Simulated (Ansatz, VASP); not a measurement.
**Al in VASP and in Ansatz**

```
Al
1.0
    -0.85002    1.70004    1.70004
     1.70004   -0.85002    1.70004
     1.70004    1.70004   -0.85002
Al
1
Direct
  0.00000 0.00000 0.00000
```

Alike in both runs: task single point; functional PBEsol; k mesh 28 × 28 × 28; occupations gaussian, width 0.15 eV; no spin polarisation.

|  | VASP | Ansatz |
| --- | --- | --- |
| version | VASP 6.6.1 | Ansatz 0.2.0 |
| potentials or method | VASP PAW PBE potentials, release 64 (Al), cutoff 520 eV | scalar-relativistic, plane waves, PAW |
| valence electrons in the cell | 3 | 3 |

```tsv
	VASP	Ansatz	Ansatz less VASP
gap on the k mesh at the Fermi level (eV)	none	none	-
pressure (GPa)	15.3	15.2	-0.15
```

VASP's potentials were made for PBE, not for PBEsol. A gap of «none» marks a metal or a gap that the smearing closes.
